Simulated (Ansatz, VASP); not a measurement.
# AlCo in VASP and in Ansatz

```
CELL_PARAMETERS angstrom
2.85190 0.00000 0.00000
0.00000 2.85190 0.00000
0.00000 0.00000 2.85190
ATOMIC_POSITIONS crystal
Al 0.01352 0.98374 0.98437
Co 0.48648 0.51626 0.51563
```

Change from the starting cell: atom 1 moved 0.15 Å; relaxed back.

Alike in both runs: task relaxation of cell and atoms; functional PBE; k mesh 12 × 12 × 12; occupations gaussian, width 0.15 eV; no spin polarisation.

```csv
,VASP,Ansatz
version,VASP 6.6.1,Ansatz 0.2.0
potentials or method,"VASP PAW PBE potentials, release 64 (Al, Co), cutoff 600 eV","scalar-relativistic, plane waves, PAW"
valence electrons in the cell,12,20
```

|  | VASP | Ansatz | Ansatz less VASP |
| --- | --- | --- | --- |
| gap on the k mesh at the Fermi level, each at its own relaxed structure (eV) | none | none | - |
| relaxed volume (Å³/atom) | 11.60 | 11.60 | -0.002 |
| relaxed length of the cell vector where the two differ most in proportion (Å) | 2.853 | 2.852 | -0.0004 |

A gap of «none» marks a metal or a gap that the smearing closes. VASP's potentials hold 12 valence electrons a cell and Ansatz's 20, so a difference there can come from the potentials and not from the codes.
